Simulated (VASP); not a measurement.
Set up this calculation in VASP 6.6.1, as the native input.

* Task: single point
* Functional: PBEsol
* Potentials or basis: VASP PAW PBE potentials, release 64 (Se)
* Cutoff: 520 eV
* k mesh: 12 × 12 × 9
* Occupations: fermi-dirac, width 0.1 eV
* Spin: no spin polarisation
* Dipole correction: no
* Further INCAR settings: ALGO = Normal; EDIFF = 1e-06; NBANDS = 13

The structure of Se lies in POSCAR:

```
Se
1.0
    3.6531351657      0.0000000000      0.0000000000
   -1.8265675829      3.1637078570      0.0000000000
    0.0000000000      0.0000000000      3.9290077399
Se
2
Direct
    0.3333333333      0.6666666667      0.2500000000
    0.6666666667      0.3333333333      0.7500000000
```

This cell differs from its parent crystal: volume scaled by 1.08.

One way to write it, as run:

INCAR

```
SYSTEM = Se
ALGO = Normal ; EDIFF = 1E-6
ENCUT = 520 ; GGA = PS
ISIF = 2 ; ISMEAR = -1
LASPH = .TRUE. ; LCHARG = .FALSE.
LREAL = .FALSE. ; LWAVE = .FALSE.
NBANDS = 13 ; NELM = 80
PREC = Accurate ; SIGMA = 0.1
```

KPOINTS

```
k-points
0
G
  12 12 9
  0 0 0
```

Potentials or basis: VASP PAW PBE potentials, release 64 (Se).

Command:

```sh
$ cat potpaw_PBE.64/Se/POTCAR > POTCAR
$ mpirun -np 1 vasp_std > vasp.out
```

Results of the run:

```yaml
Pressure: -5.1 GPa
Band_gap_on_the_k_mesh: zero (band 6 reaches 5.25 eV, above the bottom of band 7 at 2.66 eV)
```

Caveat: the PAW data sets were made with another functional, which shifts forces and pressure a little.

Wall time 22 s on 1 thread of AMD EPYC 9R45 96-Core Processor (Zen 5), on a shared host, peak memory 0.15 GiB.
